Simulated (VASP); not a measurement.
Set up this calculation in VASP 6.6.1, as the native input.

- Task: relaxation of cell and atoms
- Functional: LDA
- Potentials or basis: VASP PAW LDA potentials, release 64 (Si)
- Cutoff: 600 eV
- k mesh: 18 × 18 × 18
- Occupations: gaussian, width 0.1 eV
- Spin: no spin polarisation
- Target pressure: 4 GPa
- Dipole correction: no
- Further INCAR settings: ALGO = Normal; EDIFF = 1e-06; IBRION = 2; EDIFFG = -0.003; NSW = 80; ISIF = 3

The structure of Si lies in POSCAR:

```
Si
1.0
   -2.3750000000      2.3750000000      1.3100000000
    2.3750000000     -2.3750000000      1.3100000000
    2.3750000000      2.3750000000     -1.3100000000
Si
2
Direct
    0.0000000000      0.0000000000      0.0000000000
    0.7500000000      0.2500000000      0.5000000000
```

The input as run:

INCAR

```
SYSTEM = Si
  PREC = Accurate
  ENCUT = 600
  EDIFF = 1E-6
  ISMEAR = 0
  SIGMA = 0.1
  LREAL = .FALSE.
  LASPH = .TRUE.
  NELM = 80
  ALGO = Normal
  ISIF = 3
  LWAVE = .FALSE.
  LCHARG = .FALSE.
  GGA = CA
  IBRION = 2
  NSW = 80
  EDIFFG = -0.003
  PSTRESS = 40.0
```

KPOINTS

```
regular mesh
0
G
  18 18 18
  0 0 0
```

Potentials or basis: VASP PAW LDA potentials, release 64 (Si).

The run is started by

```bash
$ cat potpaw_LDA.64/Si/POTCAR > POTCAR
$ mpirun -np 1 vasp_std > vasp.out
```

Results of the run:

| Item | Value |
| --- | --- |
| Relaxed volume | 14.36 Å³/atom |
| Relaxed cell | a = 3.577 Å, b = 3.577 Å, c = 3.577 Å, α = 97.47°, β = 97.47°, γ = 137.74° |
| Space group after relaxing (to 0.1 Å) | I4_1/amd (No. 141) |
| Energy change on relaxing (the run minimises the enthalpy) | +5.5 meV/atom |
| Ionic steps | 8 |
| Pressure after relaxing | 4.0 GPa |
| Band gap on the k mesh | zero (bands 4 and 5 overlap by 6.71 eV) |

Caveat: the cell is relaxed towards a set pressure, so the run minimises the enthalpy, not the energy.

Run time: 8.4 min on 1 thread of Intel Xeon 8259CL, on a shared host, peak memory 0.24 GiB.
